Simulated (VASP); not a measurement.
**InSb (zincblende type): relaxation of cell and atoms with PBE**

InSb (zincblende type):

```
CELL_PARAMETERS angstrom
0.00000 2.81301 2.81301
2.81301 0.00000 2.81301
2.81301 2.81301 0.00000
ATOMIC_POSITIONS crystal
In 0.00000 0.00000 0.00000
Sb 0.25000 0.25000 0.25000
```

| Quantity | Value |
| --- | --- |
| Program | VASP 6.6.1 |
| Task | relaxation of cell and atoms |
| Functional | PBE |
| Potentials or basis | VASP PAW PBE potentials, release 64 (In_d, Sb) |
| Cutoff | 600 eV |
| k mesh | 12 × 12 × 12 |
| Occupations | fermi-dirac, width 0.05 eV |
| Spin | no spin polarisation |
| Target pressure | 41 GPa |
| Dipole correction | no |
| Further INCAR settings | ALGO = Normal; EDIFF = 1e-06; IBRION = 2; EDIFFG = -0.005; NSW = 60; ISIF = 3 |

```json
{"Relaxed volume": "24.11 Å³/atom", "Relaxed cell": "a = 4.086 Å, b = 4.086 Å, c = 4.086 Å, α = 60.00°, β = 60.00°, γ = 60.00°", "Space group after relaxing (to 0.1 Å)": "F-43m (No. 216)", "Energy change on relaxing (the run minimises the enthalpy)": "-572.2 meV/atom", "Ionic steps": "17", "Pressure after relaxing": "41.0 GPa", "Band gap on the k mesh": "0.48 eV (least direct gap 1.86 eV)"}
```

Step by step:
| step | energy change (eV) | largest force (eV/Å) | pressure (GPa) | volume (Å³) |
| --- | --- | --- | --- | --- |
| 1 | 0.0000 | 0.0000 | 58.89 | 44.52 |
| 2 | -3.0497 | 0.0000 | 8.24 | 62.53 |
| 3 | -1.2592 | 0.0000 | 39.19 | 48.69 |
| 4 | -1.1526 | 0.0000 | 40.87 | 48.26 |
| 5 | -1.1329 | 0.0000 | 41.21 | 48.18 |
| 6 | -1.1335 | 0.0000 | 41.18 | 48.19 |
| 7 | -1.1353 | 0.0000 | 41.14 | 48.19 |
| 8 | -1.1353 | 0.0000 | 41.14 | 48.19 |
| 9 | -1.1353 | 0.0000 | 41.15 | 48.19 |
| 10 | -1.1354 | 0.0000 | 41.15 | 48.19 |
| 11 | -1.1356 | 0.0000 | 41.14 | 48.20 |
| 12 | -1.1361 | 0.0000 | 41.14 | 48.20 |
| 13 | -1.1369 | 0.0000 | 41.14 | 48.20 |
| 14 | -1.1386 | 0.0000 | 41.09 | 48.21 |
| 15 | -1.1419 | 0.0000 | 41.04 | 48.22 |
| 16 | -1.1486 | 0.0000 | 40.93 | 48.25 |
| 17 | -1.1443 | 0.0000 | 41.00 | 48.23 |

Final structure:
```yaml
crystal:
  lattice:
    - [0.00000, 2.88909, 2.88909]
    - [2.88909, 0.00000, 2.88909]
    - [2.88909, 2.88909, 0.00000]
  atoms:
    - { symbol: In, position: [0.00000, 0.00000, 0.00000] }
    - { symbol: Sb, position: [0.25000, 0.25000, 0.25000] }
```

Levels at points of the mesh, in eV from the valence-band top:
| k point | band 6 | band 7 | band 8 | band 9 | band 10 | band 11 | band 12 | band 13 |
| --- | --- | --- | --- | --- | --- | --- | --- | --- |
| (0.00, 0.00, 0.00) | -13.56 | 0.00 | 0.00 | 0.00 | 1.86 | 2.72 | 2.72 | 2.72 |
| (0.50, 0.00, 0.00) | -11.08 | -7.81 | -1.70 | -1.70 | 1.21 | 3.64 | 3.64 | 5.44 |
| (0.50, 0.50, 0.00) | -9.99 | -7.82 | -3.75 | -3.75 | 0.51 | 0.80 | 10.18 | 10.18 |

It took 120 s on 1 thread of Intel(R) Xeon(R) 6975P-C (Granite Rapids), with other jobs on the host, peak memory 0.24 GiB.

Caveat: the cell is relaxed towards a set pressure, so the run minimises the enthalpy, not the energy; semilocal functionals underestimate gaps, and a narrow one can read as zero; spin-orbit coupling is left out, which moves the levels of the heavy elements. A k mesh can miss the band edges.
